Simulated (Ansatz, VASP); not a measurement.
## One calculation of WSe2, two programs

```xyz
3
Lattice="4.2062 0.0000 0.0000 0.0000 4.2062 0.0000 0.0000 0.0000 4.3152" Properties=species:S:1:pos:R:3 pbc="T T T"
W     0.0000    0.0000    2.1576
Se    0.0000    0.0000    0.0000
Se    2.1031    2.1031    0.0000
```

Alike in both runs: task single point; functional PBE; k mesh 4 × 4 × 4; occupations gaussian, width 0.1 eV; no spin polarisation.

|  | VASP | Ansatz |
| --- | --- | --- |
| version | VASP 6.6.1 | Ansatz 0.2.0 |
| potentials or method | VASP PAW PBE potentials, release 64 (W_sv, Se), cutoff 520 eV | scalar-relativistic, plane waves, PAW |
| valence electrons in the cell | 26 | 46 |

```csv
,VASP,Ansatz,Ansatz less VASP
gap on the k mesh at the Fermi level (eV),none,none,-
pressure (GPa),11.8,11.7,-0.12
"traceless stress, the component that is largest in VASP (GPa)",33.36,33.10,-0.260
```

A gap of «none» marks a metal or a gap that the smearing closes. With one functional, cell and mesh, what is left measures potentials, basis and numerics. VASP's potentials hold 26 valence electrons a cell and Ansatz's 46, so a difference there can come from the potentials and not from the codes.

The k mesh is coarse, so the values compare programs but aren't converged. Spin-orbit coupling is off throughout.
